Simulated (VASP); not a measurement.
Here is a VASP 6.6.1 calculation.

Contents of INCAR:

```
SYSTEM = TlCl
ALGO = Normal ; EDIFF = 1E-6
ENCUT = 500 ; GGA = PE
GGA_COMPAT = .False. ; ISIF = 2
ISMEAR = -1 ; LASPH = .True.
LCHARG = .False. ; LREAL = .False.
LWAVE = .False. ; NBANDS = 17
NELM = 120 ; PREC = Accurate
SIGMA = 0.5
```

KPOINTS

```
k-points
0
Gamma
  4 4 4
  0 0 0
```

POSCAR

```
TlCl
1.0
    3.7936346963      0.0000000000      0.0000000000
    0.0000000000      3.7936346963      0.0000000000
    0.0000000000      0.0000000000      3.7936346963
Tl Cl
1 1
Direct
    0.0000000000      0.0000000000      0.0000000000
    0.5000000000      0.5000000000      0.5000000000
```

Potentials or basis: VASP PAW PBE potentials, release 64 (Tl_d, Cl).

Launch:

```sh
$ cat potpaw_PBE.64/Tl_d/POTCAR potpaw_PBE.64/Cl/POTCAR > POTCAR
$ mpirun -np 1 vasp_std > vasp.out
```

Question: Predict the pressure.

Answer: 2.3 GPa.

Question: Predict the band gap on the k mesh.

Answer: 2.02 eV, direct.

Caveat: spin-orbit coupling is left out, which moves the levels of the heavy elements. A k mesh can miss the band edges.
